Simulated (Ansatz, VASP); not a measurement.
ZrS in VASP and in Ansatz

File INCAR:

```
SYSTEM = ZrS
PREC     = Accurate       ! precision mode
ENCUT    = 520            ! plane-wave cutoff, eV
EDIFF    = 1E-6           ! SCF threshold, eV
ISMEAR   = 0              ! smearing method
SIGMA    = 0.15           ! smearing width, eV
LREAL    = .FALSE.        ! projectors in reciprocal space
LASPH    = .TRUE.         ! aspherical terms in the spheres
NELM     = 60             ! most SCF steps
ALGO     = Normal         ! electronic algorithm
ISIF     = 2              ! what is computed and relaxed
LWAVE    = .FALSE.        ! write WAVECAR
LCHARG   = .FALSE.        ! write CHGCAR
GGA      = PS             ! functional
NBANDS   = 16             ! bands
```

Contents of KPOINTS:

```
regular mesh
0
G
  16 16 16
  0 0 0
```

POSCAR

```
ZrS
1.0
    0.2133641940      2.6943431935      2.6943431935
    2.6943431935      0.2133641940      2.6943431935
    2.6943431935      2.6943431935      0.2133641940
Zr S
1 1
Direct
    0.0000000000      0.0000000000      0.0000000000
    0.5000000000      0.5000000000      0.5000000000
```

Input for Ansatz:

```yaml
crystal:
  lattice:
    - [0.213364194, 2.6943431935, 2.6943431935]
    - [2.6943431935, 0.213364194, 2.6943431935]
    - [2.6943431935, 2.6943431935, 0.213364194]
  atoms:
    - { symbol: Zr, position: [0.0, 0.0, 0.0] }
    - { symbol: S, position: [0.5, 0.5, 0.5] }
basis:
  ecutwfc: 420
kpoints:
  mp_grid: { grid: [16, 16, 16] }
hamiltonian:
  xc: pbesol
  pseudopotentials: { kind: paw, azcp: { folder: soft_1 } }
scf:
  occupations: { method: gaussian, width: 0.15 }
output:
  forces: true
  stress: true
  eigenvalues: true
```

Alike in both runs: task single point; functional PBEsol; k mesh 16 × 16 × 16; occupations gaussian, width 0.15 eV; no spin polarisation.

```csv
,VASP,Ansatz
version,VASP 6.6.1,Ansatz 0.2.0
potentials or method,"VASP PAW PBE potentials, release 64 (Zr_sv, S), cutoff 520 eV","scalar-relativistic, plane waves, PAW"
valence electrons in the cell,18,18
```

Ansatz gave:

- gap on the k mesh at the Fermi level (eV): none
- pressure (GPa): 0.2
- traceless stress, the component that is largest in VASP (GPa): -1.82

What did VASP give for the same quantities?

gap on the k mesh at the Fermi level (eV): none; pressure (GPa): 0.4; traceless stress, the component that is largest in VASP (GPa): -1.78.

VASP's potentials were made for PBE, not for PBEsol, and Ansatz warns of the same on its side. A gap of «none» marks a metal or a gap that the smearing closes.
